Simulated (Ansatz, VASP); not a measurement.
## Two plane-wave programs on BN

INCAR

```
SYSTEM = BN
PREC = Accurate
ENCUT = 520
EDIFF = 1E-6
ISMEAR = 0
SIGMA = 0.02
LREAL = .FALSE.
LASPH = .TRUE.
NELM = 100
ALGO = Normal
ISIF = 2
LWAVE = .FALSE.
LCHARG = .TRUE.
GGA = PE
IVDW = 12
LELF = .TRUE.
LVHAR = .TRUE.
NBANDS = 16
```

File KPOINTS:

```
regular mesh
0
G
  12 12 4
  0 0 0
```

POSCAR

```
BN
1.0
    2.5061232553      0.0000000000      0.0000000000
   -1.2530616277      2.1703664041      0.0000000000
    0.0000000000      0.0000000000      6.5973567596
B N
2 2
Direct
    0.0000000000      0.0000000000      0.5000000000
    0.3333333333      0.6666666667      0.0000000000
    0.0000000000      0.0000000000      0.0000000000
    0.6666666667      0.3333333333      0.5000000000
```

Input for Ansatz:

```yaml
crystal:
  lattice:
    - [2.5061232553, 0.0, 0.0]
    - [-1.2530616277, 2.1703664041, 0.0]
    - [0.0, 0.0, 6.5973567596]
  atoms:
    - { symbol: B, position: [0.0, 0.0, 0.5] }
    - { symbol: B, position: [0.3333333333, 0.6666666667, 0.0] }
    - { symbol: "N", position: [0.0, 0.0, 0.0] }
    - { symbol: "N", position: [0.6666666667, 0.3333333333, 0.5] }
basis:
  ecutwfc: 420
kpoints:
  mp_grid: { grid: [12, 12, 4] }
  band_path: { path: [VBM, CBM], npoints: 2 }
hamiltonian:
  xc: pbe
  dispersion: d3bj
scf:
  occupations: { method: gaussian, width: 0.02 }
output:
  forces: false
  stress: false
  eigenvalues: true
checkpoint:
  read: start.run
  write: ck
  compress: false
  write_wavefunctions: false
  write_every: 100000
```

Alike in both runs: task single point; functional PBE; dispersion D3(BJ); k mesh 12 × 12 × 4; occupations gaussian, width 0.02 eV; no spin polarisation.

|  | VASP | Ansatz |
| --- | --- | --- |
| version | VASP 6.6.1 | Ansatz 0.2.0 |
| potentials or method | VASP PAW PBE potentials, release 64 (B, N), cutoff 520 eV | scalar-relativistic, plane waves, PAW |
| valence electrons in the cell | 16 | 16 |

```tsv
	VASP	Ansatz	Ansatz less VASP
gap on the k mesh at the Fermi level (eV)	4.35	4.36	+0.007
least direct gap on the mesh (eV)	4.47	4.47	+0.003
```
